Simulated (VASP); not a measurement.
A run of VASP 6.6.1 is set up as follows.

INCAR

```
SYSTEM = SrCl2
  ALGO = Normal
  EDIFF = 1E-6
  ENCUT = 520
  GGA = PE
  ISIF = 2
  ISMEAR = -1
  IVDW = 12
  LASPH = .True.
  LCHARG = .True.
  LELF = .True.
  LREAL = .False.
  LVHAR = .True.
  LWAVE = .False.
  NBANDS = 19
  NELM = 80
  PREC = Accurate
  SIGMA = 0.05
```

Contents of KPOINTS:

```
k-points
0
Gamma
  7 7 7
  0 0 0
```

Contents of POSCAR:

```
SrCl2
1.0
    0.0000000000      3.4883500000      3.4883500000
    3.4883500000      0.0000000000      3.4883500000
    3.4883500000      3.4883500000      0.0000000000
Sr Cl
1 2
Direct
    0.0000000000      0.0000000000      0.0000000000
    0.7500000000      0.7500000000      0.7500000000
    0.2500000000      0.2500000000      0.2500000000
```

Potentials or basis: VASP PAW PBE potentials, release 64 (Sr_sv, Cl).

The run is started by

```sh
$ cat potpaw_PBE.64/Sr_sv/POTCAR potpaw_PBE.64/Cl/POTCAR > POTCAR
$ mpirun -np 1 vasp_std > vasp.out
```

Q: What does it give for the pressure?

A: -0.2 GPa.

Q: Estimate the band gap on the k mesh.

A: 5.37 eV (least direct gap 5.68 eV).

Caveat: three body term missing; an odd mesh through Γ misses points on the zone boundary, where band edges can lie.
